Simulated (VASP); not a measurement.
Here is a VASP 6.6.1 calculation.

Contents of INCAR:

```
SYSTEM = Si2SnGe
ALGO = Normal ; EDIFF = 1E-8
ENCUT = 520 ; GGA = PE
IBRION = 8 ; ISIF = 2
ISMEAR = 0 ; LASPH = .TRUE.
LCHARG = .FALSE. ; LREAL = .FALSE.
LWAVE = .FALSE. ; NELM = 80
NSW = 1 ; PREC = Accurate
SIGMA = 0.01
```

Contents of KPOINTS:

```
k-points
0
G
  10 10 6
  0 0 0
```

The input POSCAR:

```
Si2SnGe
1.0
    4.0928947198      0.0000000000      0.0000000000
    0.0000000000      4.0928947198      0.0000000000
    0.0000000000      0.0000000000      5.8211390425
Si Sn Ge
2 1 1
Direct
    0.5000000000      0.0000000000      0.7686429376
    0.0000000000      0.5000000000      0.2313570624
    0.0000000000      0.0000000000      0.5000000000
    0.5000000000      0.5000000000      0.0000000000
```

Potentials or basis: VASP PAW PBE potentials, release 64 (Si, Sn_d, Ge_d).

Launch:

```sh
$ cat potpaw_PBE.64/Si/POTCAR potpaw_PBE.64/Sn_d/POTCAR potpaw_PBE.64/Ge_d/POTCAR > POTCAR
$ mpirun -np 1 vasp_std > vasp.out
```

(1) What does it give for the highest phonon frequency at Γ?

## Answers

(1) 372 cm⁻¹.

Caveat: the cell stands under pressure or tension, which shifts response properties.
